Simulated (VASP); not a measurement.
Set up this calculation in VASP 6.6.1, as the native input.

- Task: single point
- Functional: PBEsol
- Potentials or basis: VASP PAW PBE potentials, release 64 (Sb)
- Cutoff: 520 eV
- k mesh: 16 × 16 × 16
- Occupations: gaussian, width 0.15 eV
- Spin: no spin polarisation
- Dipole correction: no
- Further INCAR settings: ALGO = Normal; EDIFF = 1e-06; NBANDS = 8

The structure of Sb lies in POSCAR:

```
Sb
1.0
    3.4128000000      0.0000000000      0.0000000000
    0.0000000000      3.4128000000      0.0000000000
    0.0000000000      0.0000000000      3.2864000000
Sb
1
Direct
    0.0000000000      0.0000000000      0.0000000000
```

This cell differs from its parent crystal: strain +0.080 along x and y, +0.040 along z.

One way to write it, as run:

INCAR

```
SYSTEM = Sb
PREC     = Accurate       ! precision mode
ENCUT    = 520            ! plane-wave cutoff, eV
EDIFF    = 1E-6           ! SCF threshold, eV
ISMEAR   = 0              ! smearing method
SIGMA    = 0.15           ! smearing width, eV
LREAL    = .FALSE.        ! projectors in reciprocal space
LASPH    = .TRUE.         ! aspherical terms in the spheres
NELM     = 80             ! most SCF steps
ALGO     = Normal         ! electronic algorithm
ISIF     = 2              ! what is computed and relaxed
LWAVE    = .FALSE.        ! write WAVECAR
LCHARG   = .TRUE.         ! write CHGCAR
GGA      = PS             ! functional
LELF     = .TRUE.         ! ELF
LVHAR    = .TRUE.       
NBANDS   = 8              ! bands
```

KPOINTS

```
Automatic mesh
0
G
  16 16 16
  0 0 0
```

Potentials or basis: VASP PAW PBE potentials, release 64 (Sb).

Launch:

```console
$ cat potpaw_PBE.64/Sb/POTCAR > POTCAR
$ mpirun -np 1 vasp_std > vasp.out
```

It gave:

```yaml
Pressure: -9.3 GPa
```

Caveat: the cell differs from its parent crystal (strain +0.080 along x and y, +0.040 along z); the PAW data sets were made with another functional, which shifts forces and pressure a little.

Wall time 2.2 min on 1 thread of AMD EPYC 7R13, with other jobs on the host, peak memory 0.22 GiB.
